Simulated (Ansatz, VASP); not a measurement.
This is a calculation of CaTiS2 for VASP 6.6.1.

File INCAR:

```
SYSTEM = CaTiS2
PREC = Accurate
ENCUT = 520
EDIFF = 1E-6
ISMEAR = -1
SIGMA = 0.05
LREAL = .FALSE.
LASPH = .TRUE.
NELM = 80
ALGO = Normal
ISIF = 2
LWAVE = .FALSE.
LCHARG = .TRUE.
GGA = PE
LELF = .TRUE.
LVHAR = .TRUE.
NBANDS = 25
```

KPOINTS

```
Automatic mesh
0
G
  8 8 4
  0 0 0
```

POSCAR

```
CaTiS2
1.0
    3.6451379062      0.0000000000      0.0000000000
   -1.8225689531      3.1567820271      0.0000000000
    0.0000000000      0.0000000000      6.5415020000
Ti Ca S
1 1 2
Direct
    0.0000000000      0.0000000000      0.0000000000
    0.0000000000      0.0000000000      0.5000000000
    0.6666666667      0.3333333333      0.2196630000
    0.3333333333      0.6666666667      0.7803370000
```

Potentials or basis: VASP PAW PBE potentials, release 64 (Ti_sv, Ca_sv, S).

Run with:

```console
$ cat potpaw_PBE.64/Ti_sv/POTCAR potpaw_PBE.64/Ca_sv/POTCAR potpaw_PBE.64/S/POTCAR > POTCAR
$ mpirun -np 1 vasp_std > vasp.out
```

Question: Translate it to Ansatz 0.2.0. Potentials there: Ansatz PAW.

Answer: As run (the cutoff follows the program's own potentials):

The input input.yaml:

```yaml
crystal:
  lattice:
    - [3.6451379062, 0.0, 0.0]
    - [-1.8225689531, 3.1567820271, 0.0]
    - [0.0, 0.0, 6.541502]
  atoms:
    - { symbol: Ti, position: [0.0, 0.0, 0.0] }
    - { symbol: Ca, position: [0.0, 0.0, 0.5] }
    - { symbol: S, position: [0.6666666667, 0.3333333333, 0.219663] }
    - { symbol: S, position: [0.3333333333, 0.6666666667, 0.780337] }
hamiltonian:
  xc: pbe
  pseudopotentials: { kind: paw }
kpoints:
  mp_grid: { grid: [8, 8, 4] }
scf:
  occupations: { method: fermi_dirac, width: 0.05 }
output:
  forces: true
  stress: true
  eigenvalues: true
```

Potentials or basis: Ansatz PAW.

Command:

```sh
$ ansatz run input.yaml --threads 2 --pin off --max-ram 5120MiB --backend cpu --events-out ev --progress --plain --runs-dir out
```

Both were run:

|  | VASP | Ansatz | Ansatz less VASP |
| --- | --- | --- | --- |
| gap on the k mesh at the Fermi level (eV) | none | none | - |
| pressure (GPa) | 0.4 | 0.2 | -0.15 |
| rms of the force components (eV/Å) | 0.000 | 0.006 | +0.0056 |

Atom by atom the forces differ by 0.006 eV/Å (rms over components). A gap of «none» marks a metal or a gap that the smearing closes.
